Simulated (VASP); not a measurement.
A run of VASP 6.6.1:

Contents of INCAR:

```
PREC     = Accurate       # precision mode
ENCUT    = 600            # plane-wave cutoff, eV
EDIFF    = 1E-7           # SCF threshold, eV
ISMEAR   = 0              # smearing method
SIGMA    = 0.1            # smearing width, eV
LREAL    = False          # projectors in reciprocal space
LASPH    = True           # aspherical terms in the spheres
NELM     = 200            # most SCF steps
ALGO     = Normal         # electronic algorithm
ISIF     = 3              # what is computed and relaxed
LWAVE    = False          # write WAVECAR
LCHARG   = False          # write CHGCAR
ISPIN    = 2              # spin polarisation
MAGMOM   = 3 0 0 0 0      # initial moments
LORBIT   = 11             # projections on sites
LMAXMIX  = 4              # l up to which the mixer works
GGA      = PE             # functional
IBRION   = 2              # ionic algorithm
NSW      = 90             # ionic steps
EDIFFG   = -0.04          # ionic threshold
GGA_COMPAT= False        
NELMIN   = 4
```

The input KPOINTS:

```
regular mesh
0
Gamma
  6 6 4
```

POSCAR

```
CoH4
1.0
    3.0765869200      0.0000000000      0.0000000000
   -1.5382934600      2.6644024300      0.0000000000
    0.0000000000      0.0000000000      5.5066893300
Co H
1 4
Direct
    0.0000000000      0.0000000000      0.0000000000
    0.3333333300      0.6666666700      0.0974981300
    0.3333333300      0.6666666700      0.9025018700
    0.6666666700      0.3333333300      0.9025018700
    0.6666666700      0.3333333300      0.0974981300
```

Potentials or basis: VASP PAW PBE potentials, release 64 (Co_sv, H).

Run with:

```sh
$ cat potpaw_PBE.64/Co_sv/POTCAR potpaw_PBE.64/H/POTCAR > POTCAR
$ mpirun -np 1 vasp_std > vasp.out
```

Hardware: 1 thread of Intel(R) Xeon(R) Platinum 8375C CPU @ 2.90GHz (Ice Lake), on a shared host.

Task: Estimate the wall time of this run.

Result: It took 6 min on 1 thread of Intel(R) Xeon(R) Platinum 8375C CPU @ 2.90GHz (Ice Lake), on a shared host, peak memory 0.23 GiB. Counts: scf iterations 156, k points 21, ion steps 10.
